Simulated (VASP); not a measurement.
Input of a VASP 6.6.1 run:

File INCAR:

```
PREC     = Accurate       # precision mode
ENCUT    = 600            # plane-wave cutoff, eV
EDIFF    = 1E-7           # SCF threshold, eV
ISMEAR   = 0              # smearing method
SIGMA    = 0.1            # smearing width, eV
LREAL    = False          # projectors in reciprocal space
LASPH    = True           # aspherical terms in the spheres
NELM     = 100            # most SCF steps
ALGO     = Normal         # electronic algorithm
ISIF     = 3              # what is computed and relaxed
LWAVE    = False          # write WAVECAR
LCHARG   = False          # write CHGCAR
GGA      = PE             # functional
IBRION   = 2              # ionic algorithm
NSW      = 100            # ionic steps
EDIFFG   = -0.01          # ionic threshold
```

Contents of KPOINTS:

```
regular mesh
0
Gamma
  12 12 12
```

Contents of POSCAR:

```
H6PtC2
1.0
    0.0000000000      2.9251135909      2.9251135909
    2.9251135909      0.0000000000      2.9251135909
    2.9251135909      2.9251135909      0.0000000000
H Pt C
6 1 2
Direct
    0.6879820055      0.3120179945      0.3120179945
    0.3120179945      0.6879820055      0.3120179945
    0.3120179945      0.6879820055      0.6879820055
    0.6879820055      0.3120179945      0.6879820055
    0.3120179945      0.3120179945      0.6879820055
    0.6879820055      0.6879820055      0.3120179945
    0.0000000000      0.0000000000      0.0000000000
    0.2500000000      0.2500000000      0.2500000000
    0.7500000000      0.7500000000      0.7500000000
```

Potentials or basis: VASP PAW PBE potentials, release 64 (H, Pt, C).

The run is started by

```console
$ cat potpaw_PBE.64/H/POTCAR potpaw_PBE.64/Pt/POTCAR potpaw_PBE.64/C/POTCAR > POTCAR
$ mpirun -np 1 vasp_std > vasp.out
```

Q: What does it give for the space group after relaxing (to 0.05 Å)?

A: Fm-3m (No. 225).

Q: What does it give for the relaxed volume?

A: 5.61 Å³/atom.

Q: What does it give for the band gap on the k mesh?

A: Zero (band 12 reaches 7.43 eV, above the bottom of band 13 at 5.71 eV).

Forces in eV/Å, atoms in the order of the input:
```
H   -0.004  0.000  0.000
H    0.000 -0.004  0.000
H    0.004  0.000  0.000
H    0.000  0.004  0.000
H    0.000  0.000 -0.004
H    0.000  0.000  0.004
Pt   0.000  0.000  0.000
C    0.000  0.000  0.000
C    0.000  0.000  0.000
```

Caveat: spin-orbit coupling is left out, which moves the levels of the heavy elements.
